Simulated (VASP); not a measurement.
**NbRu3C: relaxation of cell and atoms with PBEsol**

The system is NbRu3C.

```
CELL_PARAMETERS angstrom
4.06514 0.00000 0.00000
0.00000 4.06514 0.00000
0.00000 0.00000 4.06514
ATOMIC_POSITIONS crystal
Ru 0.50000 0.50000 0.00000
Ru 0.50000 0.00000 0.50000
Ru 0.00000 0.50000 0.50000
Nb 0.00000 0.00000 0.00000
C 0.50000 0.50000 0.50000
```

```yaml
Program: VASP 6.6.1
Task: relaxation of cell and atoms
Functional: PBEsol
Potentials_or_basis: VASP PAW PBE potentials, release 64 (Ru_pv, Nb_sv, C)
Cutoff: 600 eV
k_mesh: 7 × 7 × 7
Occupations: fermi-dirac, width 0.05 eV
Spin: no spin polarisation
Target_pressure: 30 GPa
Dipole_correction: no
Further_INCAR_settings: ALGO = Normal; EDIFF = 1e-06; IBRION = 2; EDIFFG = -0.01; NSW = 60; ISIF = 3
```

```json
{"Relaxed volume": "11.88 Å³/atom", "Relaxed cell": "a = 3.902 Å, b = 3.902 Å, c = 3.902 Å, α = 90.00°, β = 90.00°, γ = 90.00°", "Space group after relaxing (to 0.05 Å)": "Pm-3m (No. 221)", "Energy change on relaxing (the enthalpy is what falls)": "+65.3 meV/atom", "Ionic steps": "5", "Pressure after relaxing": "30.1 GPa"}
```

The path:
```csv
step,energy change (eV),largest force (eV/Å),pressure (GPa),volume (Å³)
1,0.0000,0.0000,-11.93,67.18
2,25.1758,0.0000,493.06,38.46
3,0.1125,0.0000,20.56,60.76
4,0.2286,0.0000,26.01,59.96
5,0.3266,0.0000,30.06,59.40
```

Final structure:
```
Ru Nb C
1.0
     3.90173    0.00000    0.00000
     0.00000    3.90173    0.00000
     0.00000    0.00000    3.90173
Ru Nb C
3 1 1
Direct
  0.50000 0.50000 0.00000
  0.50000 0.00000 0.50000
  0.00000 0.50000 0.50000
  0.00000 0.00000 0.00000
  0.50000 0.50000 0.50000
```

Levels at points of the mesh, in eV from the Fermi level:
| k point | band 27 | band 28 | band 29 | band 30 | band 31 | band 32 |
| --- | --- | --- | --- | --- | --- | --- |
| (0.00, 0.00, 0.00) | -1.62 | -1.62 | 0.79 | 0.85 | 0.85 | 0.85 |

Run time: 4.5 min on 1 thread of AMD EPYC 7R43 64-Core Processor (Zen 3), with other jobs on the host, peak memory 0.19 GiB.

Caveat: the cell is relaxed towards a set pressure, so the enthalpy falls and the energy may rise; the PAW data sets were made with another functional, which shifts forces and pressure a little.
